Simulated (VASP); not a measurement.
Crystal: Ni3Ge.

```
Ni Ge
1.0
     3.55710    0.00000    0.00000
     0.00000    3.55710    0.00000
     0.00000    0.00000    3.55710
Ni Ge
3 1
Direct
  0.50000 0.00000 0.50000
  0.00000 0.50000 0.50000
  0.50000 0.50000 0.00000
  0.00000 0.00000 0.00000
```

Program: VASP 6.6.1. Alike in all runs: task single point; level LDA; potentials or basis VASP PAW LDA potentials, release 64 (Ni, Ge_d); spin collinear, ferromagnetic start; cell as given; k mesh 12 × 12 × 12; cutoff (eV) 520; smearing gaussian 0.15 eV.

Task: Order these runs on this cell by their pressure, lowest first.
A. fixed moment (μB) 1.875
B. fixed moment (μB) 1.125
C. fixed moment (μB) 3.0

Result: B (-10.1 GPa), A (-8.2 GPa), C (-3.6 GPa).

Caveats: the cell stands under tension; the total moment is fixed, so each spin has its own Fermi level and the state may be an excited one.
